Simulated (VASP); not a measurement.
A run of VASP 6.6.1 is set up as follows.

Contents of INCAR:

```
PREC = Accurate
ENCUT = 520
EDIFF = 1E-6
ISMEAR = -1
SIGMA = 0.05
LREAL = F
LASPH = T
NELM = 60
ALGO = Normal
ISIF = 2
LWAVE = F
LCHARG = F
NBANDS = 11
```

Contents of KPOINTS:

```
regular mesh
0
Gamma
  12 12 3
```

File POSCAR:

```
C
1.0
    2.4396853020      0.0000000000      0.0000000000
   -1.2198426510      2.1128294488      0.0000000000
    0.0000000000      0.0000000000      8.4665949023
C
2
Direct
    0.6666666667      0.3333333333      0.0000000000
    0.3333333333      0.6666666667      0.0000000000
```

Potentials or basis: VASP PAW LDA potentials, release 64 (C).

Command:

```console
$ cat potpaw_LDA.64/C/POTCAR > POTCAR
$ mpirun -np 1 vasp_std > vasp.out
```

Q: Estimate the band gap on the k mesh.

A: Zero (filled and empty bands touch).
